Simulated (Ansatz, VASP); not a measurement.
# One calculation of Ge, two programs

```
CELL_PARAMETERS angstrom
1.39715 -2.60052 0.00000
1.39715 2.60052 0.00000
0.00000 0.00000 2.69823
ATOMIC_POSITIONS crystal
Ge 0.50000 0.50000 0.00000
```

Alike in both runs: functional PBE; k mesh 8 × 8 × 7; occupations fermi-dirac, width 0.05 eV; non-collinear spin, spin-orbit coupling.

|  | VASP | Ansatz |
| --- | --- | --- |
| version | VASP 6.6.1 | Ansatz 0.2.0 |
| potentials or method | VASP PAW PBE potentials, release 64 (Ge_d) | Ansatz PAW |
| plane-wave cutoff (eV) | 500 | 420 |
| valence electrons in the cell | 14 | 14 |
| task | single point | band structure |

```tsv
	VASP	Ansatz	Ansatz less VASP
pressure (GPa)	-0.9	-0.7	+0.21
traceless stress, the component that is largest in VASP (GPa)	-2.64	-2.64	+0.003
```
